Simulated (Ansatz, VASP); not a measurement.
# KI in VASP and in Ansatz

File INCAR:

```
PREC = Accurate
ENCUT = 520
EDIFF = 1E-7
ISMEAR = 0
SIGMA = 0.01
LREAL = False
LASPH = True
NELM = 100
ALGO = Normal
ISIF = 2
LWAVE = False
LCHARG = False
GGA = PE
NBANDS = 24
```

File KPOINTS:

```
regular mesh
0
Gamma
  6 6 4
```

The input POSCAR:

```
KI
1.0
    2.4605361434     -4.2598927714      0.0000000000
    2.4605361434      4.2598927714      0.0000000000
    0.0000000000      0.0000000000      8.5916379984
K I
2 2
Direct
    0.5000000000      0.5000000000      0.5000000000
    0.5000000000      0.5000000000      0.0000000000
    0.8332197538      0.1667802462      0.2500000000
    0.1667802462      0.8332197538      0.7500000000
```

Input for Ansatz:

```yaml
crystal:
  lattice:
    - [2.4605361434, -4.2598927714, 0.0]
    - [2.4605361434, 4.2598927714, 0.0]
    - [0.0, 0.0, 8.5916379984]
  atoms:
    - { symbol: K, position: [0.5, 0.5, 0.5] }
    - { symbol: K, position: [0.5, 0.5, 0.0] }
    - { symbol: I, position: [0.8332197538, 0.1667802462, 0.25] }
    - { symbol: I, position: [0.1667802462, 0.8332197538, 0.75] }
kpoints:
  mp_grid: { grid: [6, 6, 4] }
hamiltonian:
  xc: pbe
scf:
  occupations: { method: fixed }
  n_extra_bands: 5
output:
  forces: true
  stress: true
  eigenvalues: true
```

Alike in both runs: task single point; functional PBE; k mesh 6 × 6 × 4; no spin polarisation.

|  | VASP | Ansatz |
| --- | --- | --- |
| version | VASP 6.6.1 | Ansatz 0.2.0 |
| potentials or method | VASP PAW PBE potentials, release 64 (K_sv, I) | plane waves, PAW |
| plane-wave cutoff (eV) | 520 | 420 |
| occupations | gaussian, width 0.01 eV | fixed |
| valence electrons in the cell | 32 | 52 |

Ansatz gave:

- gap on the k mesh at the Fermi level (eV): 3.85
- pressure (GPa): 0.3

Question: Which values does VASP return?

Answer: gap on the k mesh at the Fermi level (eV): 3.84; pressure (GPa): 0.4.

VASP's potentials hold 32 valence electrons a cell and Ansatz's 52, so a difference there can come from the potentials and not from the codes.

Spin-orbit coupling is off throughout.
